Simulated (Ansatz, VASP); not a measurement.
One calculation of ZrB2, two programs

The input INCAR:

```
SYSTEM = ZrB2
ALGO = Normal
EDIFF = 1E-7
ENCUT = 520
GGA = PE
ISIF = 2
ISMEAR = -1
LASPH = .True.
LCHARG = .False.
LREAL = .False.
LWAVE = .False.
NBANDS = 16
NELM = 80
PREC = Accurate
SIGMA = 0.05
```

KPOINTS

```
k-points
0
Gamma
  12 12 9
  0 0 0
```

POSCAR

```
ZrB2
1.0
    3.1649998255      0.0158249991      0.0158249991
   -1.5687950615      2.7330577523      0.0057923517
    0.0176000000      0.0176000000      3.5200000000
Zr B
1 2
Direct
    0.0000000000      0.0000000000      0.0000000000
    0.3333333333      0.6666666667      0.5000000000
    0.6666666667      0.3333333333      0.5000000000
```

Input for Ansatz:

```yaml
crystal:
  lattice:
    - [3.1649998255, 0.0158249991, 0.0158249991]
    - [-1.5687950615, 2.7330577523, 0.0057923517]
    - [0.0176, 0.0176, 3.52]
  atoms:
    - { symbol: Zr, position: [0.0, 0.0, 0.0] }
    - { symbol: B, position: [0.3333333333, 0.6666666667, 0.5] }
    - { symbol: B, position: [0.6666666667, 0.3333333333, 0.5] }
kpoints:
  mp_grid: { grid: [12, 12, 9] }
  band_path:
    path:
      - [0.0, 0.0, 0.0]
      - [0.0, -0.5, 0.0]
      - [0.0, 0.0, 0.5]
      - [0.0, 0.0, 0.0]
      - [-0.5, 0.0, 0.0]
      - [-0.5, 0.5, -0.5]
      - [0.0, 0.0, 0.0]
      - [-0.5, 0.0, -0.5]
      - [-0.5, 0.5, 0.0]
    npoints: 5
scf:
  occupations: { method: fermi_dirac, width: 0.05 }
hamiltonian:
  xc: pbe
  pseudopotentials: { kind: all_electron, lapw: { basis_error: 0.001 } }
output:
  forces: true
  stress: true
  eigenvalues: true
```

Change from the starting cell: equal xy, yz and zx shear strains of +1 %.

Alike in both runs: task single point; functional PBE; k mesh 12 × 12 × 9; occupations fermi-dirac, width 0.05 eV; no spin polarisation.

|  | VASP | Ansatz |
| --- | --- | --- |
| version | VASP 6.6.1 | Ansatz 0.2.0 |
| potentials or method | VASP PAW PBE potentials, release 64 (Zr_sv, B), cutoff 520 eV | all-electron LAPW, scalar-relativistic |

```tsv
	VASP	Ansatz	Ansatz less VASP
pressure (GPa)	2.6	2.5	-0.11
traceless stress, the component that is largest in VASP (GPa)	-2.61	-2.61	+0.001
rms of the force components (eV/Å)	0.010	0.010	+0.0001
```

Atom by atom the forces differ by 0.000 eV/Å (rms over components). Ansatz ran all-electron here, and VASP with PAW potentials.
